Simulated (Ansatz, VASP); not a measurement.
**Two plane-wave programs on Cu**

```
Cu
1.0
     2.47074    0.00000    0.00000
    -1.23537    2.13973    0.00000
     0.00000    0.00000    4.00976
Cu
2
Direct
  0.33333 0.66667 0.25000
  0.66667 0.33333 0.75000
```

Change from the starting cell: strain -0.025 along x and y, -0.025 along z, atoms carried along.

Alike in both runs: task single point; functional PBE; k mesh 24 × 24 × 12; occupations gaussian, width 0.15 eV; no spin polarisation.

|  | VASP | Ansatz |
| --- | --- | --- |
| version | VASP 6.6.1 | Ansatz 0.2.0 |
| potentials or method | VASP PAW PBE potentials, release 64 (Cu), cutoff 520 eV | scalar-relativistic, plane waves, PAW |
| valence electrons in the cell | 22 | 38 |

```csv
,VASP,Ansatz,Ansatz less VASP
gap on the k mesh at the Fermi level (eV),none,none,-
pressure (GPa),23.6,23.1,-0.54
"traceless stress, the component that is largest in VASP (GPa)",1.66,1.68,+0.014
```

A gap of «none» marks a metal or a gap that the smearing closes. VASP's potentials hold 22 valence electrons a cell and Ansatz's 38, so a difference there can come from the potentials and not from the codes.
